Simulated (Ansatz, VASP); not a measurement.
# Rb2H in VASP and in Ansatz

```
Rb H
1.0
     5.60534    0.00000    0.00000
     0.00000    5.60534    0.00000
     0.00000    0.00000   10.52959
Rb H
4 2
Direct
  0.00000 0.00000 0.00000
  0.50000 0.50000 0.00000
  0.00000 0.50000 0.37952
  0.50000 0.00000 0.62048
  0.00000 0.50000 0.63509
  0.50000 0.00000 0.36491
```

Alike in both runs: functional PBE; k mesh 8 × 8 × 4; occupations gaussian, width 0.1 eV; no spin polarisation.

Ansatz relaxed the structure, and its values are those at the end. VASP's run is a single point on that final structure, the one shown.

|  | VASP | Ansatz |
| --- | --- | --- |
| version | VASP 6.6.1 | Ansatz 0.2.0 |
| potentials or method | VASP PAW PBE potentials, release 64 (Rb_sv, H), cutoff 520 eV | scalar-relativistic, plane waves, PAW |
| valence electrons in the cell | 38 | 38 |

|  | VASP | Ansatz | Ansatz less VASP |
| --- | --- | --- | --- |
| gap on the k mesh at the Fermi level (eV) | none | none | - |
| pressure (GPa) | 0.0 | 0.0 | +0.01 |

A gap of «none» marks a metal or a gap that the smearing closes.
